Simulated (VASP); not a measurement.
# Cd2BiO2 (P4mm) in VASP: further runs

Runs on Cd2BiO2. Level: PBE. Tasks: single point, relaxation of cell and atoms.

All numbers are computed with VASP 6.6.1; they aren't measurements. Logs are shortened: lines on timing, memory, paths and dates and some standing lists are left out, and cuts for length are marked.

### Step 1. The cell of the first run

It takes space group P4mm (No. 99, tetragonal). Conventional cell: a = 4.853 Å, b = 4.853 Å, c = 4.472 Å, α = 90.00°, β = 90.00°, γ = 90.00°. Within 2.6 Å of Cd (site symmetry 2mm) lie 2 O at 1.99 to 2.48 Å and 2 Bi at 2.48 Å. Within 3.3 Å of Bi (site symmetry 4mm) lie 4 Cd at 2.48 Å and 4 O at 3.13 Å. Within 2.6 Å of O (site symmetry 2mm) lie 2 Cd at 1.99 to 2.48 Å.

The cell was generated, and may not be a known phase.

### Step 2. Single point, PBE

Input file INCAR:

```
SYSTEM = Cd2BiO2
PREC     = Accurate       ! precision mode
ENCUT    = 520            ! plane-wave cutoff, eV
EDIFF    = 1E-6           ! SCF threshold, eV
ISMEAR   = 0              ! smearing method
SIGMA    = 0.1            ! smearing width, eV
LREAL    = .FALSE.        ! projectors in reciprocal space
LASPH    = .TRUE.         ! aspherical terms in the spheres
NELM     = 60             ! most SCF steps
ALGO     = Normal         ! electronic algorithm
ISIF     = 2              ! what is computed and relaxed
LWAVE    = .FALSE.        ! write WAVECAR
LCHARG   = .FALSE.        ! write CHGCAR
GGA      = PE             ! functional
NBANDS   = 34             ! bands
```

Input file KPOINTS:

```
regular mesh
0
G
  4 4 4
  0 0 0
```

Input file POSCAR:

```
Cd2BiO2
1.0
    4.8525613700      0.0000000000      0.0000000000
    0.0000000000      4.8525613700      0.0000000000
    0.0000000000      0.0000000000      4.4721674700
Cd Bi O
2 1 2
Direct
    0.5000000000      0.0000000000      0.3598623800
    0.0000000000      0.5000000000      0.3598623800
    0.5000000000      0.5000000000      0.4734566000
    0.5000000000      0.0000000000      0.9154809200
    0.0000000000      0.5000000000      0.9154809200
```

Potentials or basis: VASP PAW PBE potentials, release 64 (Cd, Bi_d, O).

Started as:

```
$ cat potpaw_PBE.64/Cd/POTCAR potpaw_PBE.64/Bi_d/POTCAR potpaw_PBE.64/O/POTCAR > POTCAR
$ mpirun -np 1 vasp_std > vasp.out
```

OUTCAR:

```text
SYSTEM = Cd2BiO2
   PREC = Accurate
   ENCUT = 520
   EDIFF = 1E-6
   ISMEAR = 0
   LREAL = .FALSE.
   LASPH = .TRUE.
   NELM = 60
   ISIF = 2
   GGA = PE

 ion  position               nearest neighbor table
   1  0.500  0.000  0.360-   4 1.99   3 2.48   3 2.48   4 2.48   2 3.43   2 3.43   2 3.43   2 3.43

   2  0.000  0.500  0.360-   5 1.99   3 2.48   3 2.48   5 2.48   1 3.43   1 3.43   1 3.43   1 3.43

   3  0.500  0.500  0.473-   1 2.48   2 2.48   1 2.48   2 2.48
   4  0.500  0.000  0.915-   1 1.99   1 2.48
   5  0.000  0.500  0.915-   2 1.99   2 2.48

  LATTYP: Found a simple tetragonal cell.
 ALAT       =     4.8525613700
 C/A-ratio  =     0.9216096673

  Lattice vectors:

 A1 = (   4.8525613700,   0.0000000000,   0.0000000000)
 A2 = (   0.0000000000,   4.8525613700,   0.0000000000)
 A3 = (   0.0000000000,   0.0000000000,   4.4721674700)

Analysis of symmetry for initial positions (statically):
=====================================================================
 Subroutine PRICEL returns:
 Original cell was already a primitive cell.

 Routine SETGRP: Setting up the symmetry group for a
 simple tetragonal supercell.

 Subroutine GETGRP returns: Found  8 space group operations
 (whereof  8 operations were pure point group operations)
 out of a pool of 16 trial point group operations.

The static configuration has the point symmetry C_4v.

Analysis of symmetry for dynamics (positions and initial velocities):
=====================================================================
 Subroutine PRICEL returns:
 Original cell was already a primitive cell.

 Routine SETGRP: Setting up the symmetry group for a
 simple tetragonal supercell.

 Subroutine GETGRP returns: Found  8 space group operations
 (whereof  8 operations were pure point group operations)
 out of a pool of 16 trial point group operations.

The dynamic configuration has the point symmetry C_4v.

 Subroutine INISYM returns: Found  8 space group operations
 (whereof  8 operations are pure point group operations),
 and found     1 'primitive' translations

----------------------------------------------------------------------------------------

                                     Primitive cell

  volume of cell :     105.3077

  direct lattice vectors                    reciprocal lattice vectors
     4.852561370  0.000000000  0.000000000     0.206076734  0.000000000  0.000000000
     0.000000000  4.852561370  0.000000000     0.000000000  0.206076734  0.000000000
     0.000000000  0.000000000  4.472167470     0.000000000  0.000000000  0.223605222

  length of vectors
     4.852561370  4.852561370  4.472167470     0.206076734  0.206076734  0.223605222

  position of ions in fractional coordinates (direct lattice)
     0.500000000  0.000000000  0.359862380
     0.000000000  0.500000000  0.359862380
     0.500000000  0.500000000  0.473456600
     0.500000000  0.000000000  0.915480920
     0.000000000  0.500000000  0.915480920

  ion indices of the primitive-cell ions
   primitive index   ion index
                 1           1
                 2           2
                 3           3
                 4           4
                 5           5

----------------------------------------------------------------------------------------

 KPOINTS: regular mesh

Automatic generation of k-mesh.
 Grid dimensions read from file:
 generate k-points for:    4    4    4

 Generating k-lattice:

  Cartesian coordinates                     Fractional coordinates (reciprocal lattice)
     0.051519184  0.000000000  0.000000000     0.250000000  0.000000000  0.000000000
     0.000000000  0.051519184  0.000000000     0.000000000  0.250000000  0.000000000
     0.000000000  0.000000000  0.055901306     0.000000000  0.000000000  0.250000000

  Length of vectors
     0.051519184  0.051519184  0.055901306

  Shift w.r.t. Gamma in fractional coordinates (k-lattice)
     0.000000000  0.000000000  0.000000000

 Subroutine IBZKPT returns following result:
 ===========================================

 Found     18 irreducible k-points:

 Following reciprocal coordinates:
            Coordinates               Weight
  0.000000  0.000000  0.000000      1.000000
  0.250000  0.000000  0.000000      4.000000
  0.500000  0.000000  0.000000      2.000000
  0.250000  0.250000  0.000000      4.000000
  0.500000  0.250000  0.000000      4.000000
  0.500000  0.500000  0.000000      1.000000
[... 10 lines left out ...]
  0.500000  0.250000  0.500000      4.000000
  0.500000  0.500000  0.500000      1.000000
   k-points           NKPTS =     18   k-points in BZ     NKDIM =     18   number of bands    NBANDS=     34
   number of dos      NEDOS =    301   number of ions     NIONS =      5
   total plane-waves  NPLWV =  46656
   dimension x,y,z NGX =    36 NGY =   36 NGZ =   36
   dimension x,y,z NGXF=    72 NGYF=   72 NGZF=   72
   ions per type =               2   1   2
   NGX,Y,Z   is equivalent  to a cutoff of  12.33, 12.33, 13.38 a.u.
   NGXF,Y,Z  is equivalent  to a cutoff of  24.67, 24.67, 26.76 a.u.
 SYSTEM =  Cd2BiO2
   PREC   = accura    normal or accurate (medium, high low for compatibility)
   ISTART =      0    job   : 0-new  1-cont  2-samecut
   ICHARG =      2    charge: 1-file 2-atom 10-const
   ISPIN  =      1    spin polarized calculation?
   LNONCOLLINEAR =      F non collinear calculations
   LSORBIT =      F    spin-orbit coupling
   LASPH  =      T    aspherical Exc in radial PAW
   ENCUT  =  520.0 eV  38.22 Ry    6.18 a.u.   9.02  9.02  8.32*2*pi/ulx,y,z
   NELM   =     60;   NELMIN=  2; NELMDL= -5     # of ELM steps
   EDIFF  = 0.1E-05   stopping-criterion for ELM
   LREAL  =      F    real-space projection
   EDIFFG = 0.1E-04   stopping-criterion for IOM
   NSW    =      0    number of steps for IOM
   IBRION =     -1    ionic relax: 0-MD 1-quasi-New 2-CG
   NFREE  =      0    steps in history (QN), initial steepest desc. (CG)
   ISIF   =      2    stress and relaxation
   ISYM   =      2    0-nonsym 1-usesym 2-fastsym
   POTIM  = 0.5000    time-step for ionic-motion
   TEBEG  =    0.0;   TEEND  =   0.0 temperature during run
   PSTRESS=    0.0 pullay stress
   NELECT =      51.0000    total number of electrons
   NUPDOWN=      -1.0000    fix difference up-down
   EMIN   =  10.00;   EMAX   =-10.00  energy-range for DOS
   EFERMI =   0.00;   METHOD = LEGACY
   ISMEAR =     0;   SIGMA  =   0.10  broadening in eV -4-tet -1-fermi 0-gaus
   EFERMI_NEDOS =   21; number of points for ismear=-14 and -15
   IALGO  =     38    algorithm
   IMIX   =      4    mixing-type and parameters
     AMIX     =   0.40;   BMIX     =  1.00
     AMIX_MAG =   1.60;   BMIX_MAG =  1.00
  volume/ion in A,a.u.               =      21.06       142.13
  Fermi-wavevector in a.u.,A,eV,Ry     =   1.285617  2.429463 22.487850  1.652810
  Thomas-Fermi vector in A             =   2.417740
   LORBIT       =      0    0 simple, 1 ext, 2 COOP (PROOUT), +10 PAW based schemes
   GGA     = PE    functional components
   LHFCALC =     F    Hartree Fock is set to
   AEXX    =    0.0000 exact exchange contribution
   IVDW    =     0    specifies the selected vdW correction
   LEPSILON=     F    determine dielectric tensor
   LRPA    =     F    only Hartree local field effects (RPA)
 non-spin polarized calculation
 Gauss-broadening in eV      SIGMA  =   0.10
  energy-cutoff  :      520.00
  volume of cell :      105.31
 maximum number of plane-waves:      2864
   NGX = 19   NGY = 19   NGZ = 17

 number of electron      50.9999982 magnetization

 Free energy of the ion-electron system (eV)
  ---------------------------------------------------
  ext. energy  EPLUGINS =         0.00000000
  ---------------------------------------------------
  free energy    TOTEN  =       -11.17875857 eV

  energy without entropy =      -11.16305984  energy(sigma->0) =      -11.17090920

 E-fermi :   2.1942     XC(G=0):  -9.5344

 val. band max:        2.1798085717   @ k =   0.2500   0.0000   0.5000
 cond. band min:       2.2944174405   @ k =   0.2500   0.2500   0.5000
 fundamental gap:      0.1146088688
 Fermi energy:         2.1942198319

 k-point     1 :       0.0000    0.0000    0.0000
  band No.  band energies     occupation
      1     -21.3529      2.00000
      2     -21.2151      2.00000
      3     -21.1228      2.00000
      4     -21.1228      2.00000
      5     -21.0986      2.00000
      6     -14.3397      2.00000
[... 26 lines left out ...]
     33      11.7158      0.00000
     34      12.2127      0.00000

 k-point     2 :       0.2500    0.0000    0.0000
  band No.  band energies     occupation
      1     -21.3314      2.00000
      2     -21.2106      2.00000
      3     -21.1281      2.00000
      4     -21.1231      2.00000
      5     -21.0938      2.00000
      6     -14.2911      2.00000
[... 26 lines left out ...]
     33      11.0603      0.00000
     34      12.3862      0.00000

 k-point     3 :       0.5000    0.0000    0.0000
  band No.  band energies     occupation
      1     -21.3100      2.00000
      2     -21.1996      2.00000
      3     -21.1399      2.00000
      4     -21.1234      2.00000
      5     -21.0891      2.00000
      6     -14.1979      2.00000
[... 26 lines left out ...]
     33      10.7297      0.00000
     34      11.7786      0.00000
[... 482 lines left out ...]
 k-point    17 :       0.5000    0.2500    0.5000
  band No.  band energies     occupation
      1     -21.2838      2.00000
      2     -21.1917      2.00000
      3     -21.1432      2.00000
      4     -21.1311      2.00000
      5     -21.0841      2.00000
      6     -13.9326      2.00000
[... 26 lines left out ...]
     33      11.3556      0.00000
     34      11.4049      0.00000

 k-point    18 :       0.5000    0.5000    0.5000
  band No.  band energies     occupation
      1     -21.2550      2.00000
      2     -21.1872      2.00000
      3     -21.1435      2.00000
      4     -21.1435      2.00000
      5     -21.0794      2.00000
      6     -13.9248      2.00000
[... 26 lines left out ...]
     33      11.4555      0.00000
     34      12.0122      0.00000

------------------------ aborting loop because EDIFF is reached ----------------------------------------

  FORCE on cell =-STRESS in cart. coord.  units (eV):
  Direction    XX          YY          ZZ          XY          YZ          ZX
  --------------------------------------------------------------------------------------
  -------------------------------------------------------------------------------------
  Total       18.9031226     18.9031226     -0.7393343      0.0000000      0.0000000      0.0000000
  in kB      287.5967685    287.5967685    -11.2484140      0.0000000      0.0000000      0.0000000
  external PRESSURE =     187.9817076 kB  Pullay stress =       0.0000000 kB

 VOLUME and BASIS-vectors are now :
 -----------------------------------------------------------------------------
  energy-cutoff  :      520.00
  volume of cell :      105.31
      direct lattice vectors                 reciprocal lattice vectors
     4.852561370  0.000000000  0.000000000     0.206076734  0.000000000  0.000000000
     0.000000000  4.852561370  0.000000000     0.000000000  0.206076734  0.000000000
     0.000000000  0.000000000  4.472167470     0.000000000  0.000000000  0.223605222

 POSITION                                       TOTAL-FORCE (eV/Angst)
 -----------------------------------------------------------------------------------
      2.42628      0.00000      1.60936         0.000000     -0.000000      0.079303
      0.00000      2.42628      1.60936         0.000000     -0.000000      0.079303
      2.42628      2.42628      2.11738         0.000000      0.000000      4.072424
      2.42628      0.00000      4.09418         0.000000     -0.000000     -2.115515
      0.00000      2.42628      4.09418         0.000000     -0.000000     -2.115515
 -----------------------------------------------------------------------------------
    total drift:                                0.000000      0.000000      0.002097

  FREE ENERGIE OF THE ION-ELECTRON SYSTEM (eV)
  ---------------------------------------------------
  free  energy   TOTEN  =       -11.1787585731 eV

  energy  without entropy=      -11.1630598355  energy(sigma->0) =      -11.17090920
```

Wall time 37 s (1 thread of AMD EPYC 9R45 (Zen 5), shared host); peak memory 0.2 GiB.

Results:

```yaml
Free_energy: -11.1788 eV
Pressure: 18.8 GPa
Largest_force: 4.072 eV/Å
Band_gap_on_the_k_mesh: zero (an odd number of electrons rules out a gap without spin polarisation)
```

Forces in eV/Å, atoms in the order of the input:
```
Cd   0.000  0.000  0.079
Cd   0.000  0.000  0.079
Bi   0.000  0.000  4.072
O    0.000  0.000 -2.116
O    0.000  0.000 -2.116
```

Stress tensor (GPa, compression positive):
```
28.76  0.00  0.00
 0.00 28.76  0.00
 0.00  0.00 -1.12
```

Levels at points of the mesh, in eV from the Fermi level:
```tsv
k point	band 24	band 25	band 26	band 27	band 28	band 29
(0.00, 0.00, 0.00)	-0.63	0.18	0.18	0.59	2.14	2.16
(0.50, 0.00, 0.00)	-0.99	-0.75	0.47	1.14	2.09	4.86
(0.50, 0.50, 0.00)	-1.54	-0.70	-0.28	0.92	1.84	8.31
(0.00, 0.00, 0.50)	-1.19	-0.38	-0.28	-0.28	3.06	4.88
(0.50, 0.00, 0.50)	-0.68	-0.54	0.82	0.95	4.28	4.28
(0.50, 0.50, 0.50)	-0.04	0.59	1.28	1.28	1.68	6.16
```

Caveat: the stress differs along the axes, from -1 to 29 GPa; spin-orbit coupling is left out, which moves the levels of the heavy elements; forces of over 1 eV/Å act on the atoms, so gaps and moduli don't describe the material at rest.

### Step 3. Relaxation of cell and atoms, PBE

Input file INCAR:

```
SYSTEM = Cd2BiO2
PREC = Accurate
ENCUT = 600
EDIFF = 1E-6
ISMEAR = 0
SIGMA = 0.1
LREAL = .False.
LASPH = .True.
NELM = 80
ALGO = Normal
ISIF = 3
LWAVE = .False.
LCHARG = .False.
GGA = PE
IBRION = 2
NSW = 90
EDIFFG = -0.04
```

Input file KPOINTS:

```
regular mesh
0
Gamma
  4 4 4
  0 0 0
```

POSCAR is that of step 2.

Potentials or basis: VASP PAW PBE potentials, release 64 (Cd, Bi_d, O).

Started as:

```
$ cat potpaw_PBE.64/Cd/POTCAR potpaw_PBE.64/Bi_d/POTCAR potpaw_PBE.64/O/POTCAR > POTCAR
$ mpirun -np 1 vasp_std > vasp.out
```

Wall time 16 min (1 thread of AMD EPYC 9R45 (Zen 5), shared host); peak memory 0.25 GiB.

The run converged. Its results:

```yaml
Free_energy: -17.1675 eV
Relaxed_volume: 21.75 Å³/atom
Relaxed_cell: a = 4.933 Å, b = 4.933 Å, c = 4.469 Å, α = 90.00°, β = 90.00°, γ = 90.00°
Space_group_after_relaxing_to_0.1_Å: P4/mmm (No. 123)
Energy_gained_by_relaxing: 1197.3 meV/atom
Ionic_steps: 42
Pressure_after_relaxing: 0.0 GPa
Largest_force_after_relaxing: 0.031 eV/Å
Band_gap_on_the_k_mesh: zero (an odd number of electrons rules out a gap without spin polarisation)
```

Forces in eV/Å, atoms in the order of the input:
```
Cd   0.000  0.000 -0.013
Cd   0.000  0.000 -0.013
Bi   0.000  0.000  0.031
O    0.000  0.000 -0.003
O    0.000  0.000 -0.003
```

The path:
```csv
step,energy change (eV),largest force (eV/Å),pressure (GPa),volume (Å³)
1,0.0000,4.0717,18.72,105.31
3,-3.2090,0.9716,-4.24,147.80
5,-3.9116,1.3526,1.21,137.31
7,-3.9713,0.7402,1.23,137.52
9,-4.0194,0.9134,-1.01,141.37
11,-4.2388,1.1682,-2.11,141.46
13,-4.7899,2.7386,-3.60,141.56
15,-4.8834,2.4189,-3.78,141.47
17,-4.9799,2.2492,-3.96,140.41
19,-5.0527,2.1311,-4.14,138.38
21,-5.3042,1.5825,-4.23,135.31
23,-5.6631,1.4256,-0.57,122.05
25,-5.7215,0.4579,-2.27,125.32
27,-5.8366,0.1545,-0.12,118.00
29,-5.8588,0.0738,1.44,113.93
31,-5.9682,0.1972,0.38,110.36
33,-5.9795,0.2113,0.30,108.39
35,-5.9835,0.1281,0.03,108.91
37,-5.9848,0.0757,-0.26,109.33
39,-5.9855,0.0806,0.10,108.77
41,-5.9859,0.0680,0.06,108.82
42,-5.9866,0.0315,0.04,108.77
```

Final structure:
```yaml
crystal:
  lattice:
    - [4.93345, 0.00000, 0.00000]
    - [0.00000, 4.93345, 0.00000]
    - [0.00000, 0.00000, 4.46905]
  atoms:
    - { symbol: Cd, position: [0.50000, 0.00000, 0.30522] }
    - { symbol: Cd, position: [0.00000, 0.50000, 0.30522] }
    - { symbol: Bi, position: [0.50000, 0.50000, 0.80237] }
    - { symbol: O, position: [0.50000, 0.00000, 0.80566] }
    - { symbol: O, position: [0.00000, 0.50000, 0.80566] }
```

Levels at points of the mesh, in eV from the Fermi level:
```
           k point  band 21  band 22  band 23  band 24  band 25  band 26  band 27  band 28  band 29  band 30
(0.00, 0.00, 0.00)    -4.61    -3.69    -2.56    -2.29    -2.29     0.90     2.11     2.12     2.12     5.25
(0.50, 0.00, 0.00)    -3.89    -3.48    -2.45    -2.04    -1.36    -0.97     0.64     2.71     3.03     4.66
(0.50, 0.50, 0.00)    -3.44    -2.79    -1.78    -1.65    -1.65    -1.18     0.34     1.38     1.45     3.32
(0.00, 0.00, 0.50)    -4.50    -3.43    -1.91    -1.91    -0.13     1.52     1.52     2.58     4.55     4.86
(0.50, 0.00, 0.50)    -4.41    -2.38    -2.01    -1.69    -1.22     1.02     1.57     3.00     3.88     4.45
(0.50, 0.50, 0.50)    -3.70    -2.61    -2.48    -1.51    -0.91     0.31     0.98     0.98     2.37     2.37
```

Caveat: spin-orbit coupling is left out, which moves the levels of the heavy elements.

The gap in the log of VASP goes by the Fermi energy; the results here count the filled bands.